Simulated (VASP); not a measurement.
# PbSe (P6_3/mmc) in VASP: dielectric tensor with PBE

Aim: the dielectric tensor of PbSe with PBE.

All numbers are computed with VASP 6.6.1; they aren't measurements. Logs are shortened: lines on timing, memory, paths and dates and some standing lists are left out, and cuts for length are marked.

## 1. The cell of the first run

The structure is hexagonal, space group P6_3/mmc (No. 194). The conventional cell has a = 5.174 Å, b = 5.174 Å, c = 6.213 Å, α = 90.00°, β = 90.00°, γ = 120.00°. Pb (site symmetry -6m2) has 5 Se at 2.99 to 3.11 Å within 3.9 Å. Within 3.9 Å of Se (site symmetry -6m2) lie 5 Pb at 2.99 to 3.11 Å.

## 2. Dielectric tensor, PBE

INCAR

```
SYSTEM = PbSe
PREC = Accurate ; ENCUT = 520
EDIFF = 1E-8 ; ISMEAR = 0
SIGMA = 0.01 ; LREAL = .False.
LASPH = .True. ; NELM = 80
ALGO = Normal ; ISIF = 2
LWAVE = .False. ; LCHARG = .False.
GGA = PE ; LEPSILON = .True.
```

KPOINTS

```
Automatic mesh
0
Gamma
  6 6 4
  0 0 0
```

POSCAR

```
PbSe
1.0
    5.1741302563      0.0000000000      0.0000000000
   -2.5870651281      4.4809282444      0.0000000000
    0.0000000000      0.0000000000      6.2132838678
Pb Se
2 2
Direct
    0.3333333333      0.6666666667      0.2500000000
    0.6666666667      0.3333333333      0.7500000000
    0.6666666667      0.3333333333      0.2500000000
    0.3333333333      0.6666666667      0.7500000000
```

Potentials or basis: VASP PAW PBE potentials, release 64 (Pb_d, Se).

On the command line:

```bash
$ cat potpaw_PBE.64/Pb_d/POTCAR potpaw_PBE.64/Se/POTCAR > POTCAR
$ mpirun -np 1 vasp_std > vasp.out
```

OUTCAR:

```text
SYSTEM = PbSe
   PREC = Accurate
   ENCUT = 520
   EDIFF = 1E-8
   ISMEAR = 0
   LREAL = .False.
   LASPH = .True.
   NELM = 80
   ISIF = 2
   GGA = PE
   LEPSILON = .True.

 ion  position               nearest neighbor table
   1  0.333  0.667  0.250-   3 2.99   3 2.99   3 2.99   4 3.11   4 3.11
   2  0.667  0.333  0.750-   4 2.99   4 2.99   4 2.99   3 3.11   3 3.11
   3  0.667  0.333  0.250-   1 2.99   1 2.99   1 2.99   2 3.11   2 3.11
   4  0.333  0.667  0.750-   2 2.99   2 2.99   2 2.99   1 3.11   1 3.11

  LATTYP: Found a hexagonal cell.
 ALAT       =     5.1741302563
 C/A-ratio  =     1.2008363841

  Lattice vectors:

 A1 = (   5.1741302563,   0.0000000000,   0.0000000000)
 A2 = (  -2.5870651281,   4.4809282444,   0.0000000000)
 A3 = (   0.0000000000,   0.0000000000,   6.2132838678)

Analysis of symmetry for initial positions (statically):
=====================================================================
 Subroutine PRICEL returns:
 Original cell was already a primitive cell.

 Routine SETGRP: Setting up the symmetry group for a
 hexagonal supercell.

 Subroutine GETGRP returns: Found 24 space group operations
 (whereof 12 operations were pure point group operations)
 out of a pool of 24 trial point group operations.

The static configuration has the point symmetry D_3d.
 The point group associated with its full space group is D_6h.

Analysis of symmetry for dynamics (positions and initial velocities):
=====================================================================
 Subroutine PRICEL returns:
 Original cell was already a primitive cell.

 Routine SETGRP: Setting up the symmetry group for a
 hexagonal supercell.

 Subroutine GETGRP returns: Found 24 space group operations
 (whereof 12 operations were pure point group operations)
 out of a pool of 24 trial point group operations.

The dynamic configuration has the point symmetry D_3d.
 The point group associated with its full space group is D_6h.

 Subroutine INISYM returns: Found 24 space group operations
 (whereof 12 operations are pure point group operations),
 and found     1 'primitive' translations

----------------------------------------------------------------------------------------

                                     Primitive cell

  volume of cell :     144.0544

  direct lattice vectors                    reciprocal lattice vectors
[... 726 lines left out ...]
     -0.00000      2.98729      4.65996        -0.000000      0.000000      0.000000
 -----------------------------------------------------------------------------------
    total drift:                                0.000000     -0.000000      0.000000

  FREE ENERGIE OF THE ION-ELECTRON SYSTEM (eV)
  ---------------------------------------------------
  free  energy   TOTEN  =       -16.0736102064 eV

  energy  without entropy=      -16.0736102064  energy(sigma->0) =      -16.07361021

 HEAD OF MICROSCOPIC STATIC DIELECTRIC TENSOR (INDEPENDENT PARTICLE, excluding Hartree and local field effects)
 ------------------------------------------------------
          10.004937     0.000000     0.000000
           0.000000    10.004937    -0.000000
           0.000000     0.000000    19.707923
 ------------------------------------------------------

 Free energy of the ion-electron system (eV)
  ---------------------------------------------------
  ---------------------------------------------------
  free energy    TOTEN  =        -3.30844917 eV

  energy without entropy =       -3.30844917

------------------------ aborting loop because EDIFF is reached ----------------------------------------

--------------------------------------- Ionic step        2  -------------------------------------------

------------------------ aborting loop because EDIFF is reached ----------------------------------------

--------------------------------------- Ionic step        3  -------------------------------------------

 Free energy of the ion-electron system (eV)
  ---------------------------------------------------
  ---------------------------------------------------
  free energy    TOTEN  =        -7.75773779 eV

  energy without entropy =       -7.75773779

------------------------ aborting loop because EDIFF is reached ----------------------------------------

 PIEZOELECTRIC TENSOR FIELD DIRECTION 3  (e Angst)
 -----------------------------------------------------------------------------
    -0.01115  0.00000 -0.00000           (  0.00001  0.00000  0.00000)
    -0.00000 -0.01115  0.00000           (  0.00000  0.00001  0.00000)
     0.00000  0.00000  0.02260           (  0.00000  0.00000  0.00005)

 PIEZOELECTRIC TENSOR FIELD DIRECTION 3  (C/m^2)
 -----------------------------------------------------------------------------
    -0.00124  0.00000 -0.00000
    -0.00000 -0.00124  0.00000
     0.00000  0.00000  0.00251

 MACROSCOPIC STATIC DIELECTRIC TENSOR (including local field effects in DFT)
 ------------------------------------------------------
           8.704648     0.000000     0.000000
           0.000000     8.704648     0.000000
          -0.000000     0.000000    19.171855
 ------------------------------------------------------

 PIEZOELECTRIC TENSOR (including local field effects)  for field in x, y, z        (e  Angst)
          XX          YY          ZZ          XY          YZ          ZX
  --------------------------------------------------------------------------------
  x     0.00000     0.00000     0.00000     0.00000     0.00000     0.00000
  y     0.00000     0.00000     0.00000     0.00000     0.00000     0.00000
  z     0.00000     0.00000     0.00000     0.00000     0.00000     0.00000

 PIEZOELECTRIC TENSOR (including local field effects)  for field in x, y, z        (C/m^2)
          XX          YY          ZZ          XY          YZ          ZX
  --------------------------------------------------------------------------------
  x     0.00000     0.00000     0.00000     0.00000     0.00000     0.00000
  y     0.00000     0.00000     0.00000     0.00000     0.00000     0.00000
  z     0.00000     0.00000     0.00000     0.00000     0.00000     0.00000

 BORN EFFECTIVE CHARGES (including local field effects) (in |e|, cummulative output)
 ---------------------------------------------------------------------------------
 ion    1
    1     2.46644     0.00000     0.00000
    2     0.00000     2.46644     0.00000
    3     0.00000    -0.00000     4.94644
 ion    2
    1     2.46644     0.00000     0.00000
    2     0.00000     2.46644     0.00000
    3    -0.00000     0.00000     4.94644
 ion    3
    1    -2.46644    -0.00000     0.00000
    2    -0.00000    -2.46644     0.00000
    3     0.00000     0.00000    -4.94644
 ion    4
    1    -2.46644    -0.00000     0.00000
    2    -0.00000    -2.46644     0.00000
    3     0.00000     0.00000    -4.94644
```

It took 19 min on 1 thread of Intel Xeon Platinum 8375C at 2.90GHz (Ice Lake), shared host; peak memory 0.54 GiB.

What came out:

```
Band gap on the k mesh                  : 1.16 eV
Electronic dielectric tensor (diagonal) : 8.70, 8.70, 19.17
Born charges (mean of the diagonal)     : Pb +3.29; Se -3.29 e
```

Electronic dielectric tensor:
```
 8.70  0.00  0.00
 0.00  8.70  0.00
 0.00  0.00 19.17
```

Born effective charge tensors (e):
atom 1, Pb
```
2.47 0.00 0.00
0.00 2.47 0.00
0.00 0.00 4.95
```
atom 2, Pb
```
2.47 0.00 0.00
0.00 2.47 0.00
0.00 0.00 4.95
```
atom 3, Se
```
-2.47  0.00  0.00
 0.00 -2.47  0.00
 0.00  0.00 -4.95
```
atom 4, Se
```
-2.47  0.00  0.00
 0.00 -2.47  0.00
 0.00  0.00 -4.95
```

Caveat: spin-orbit coupling is left out, which moves the levels of the heavy elements. A k mesh can miss the band edges.
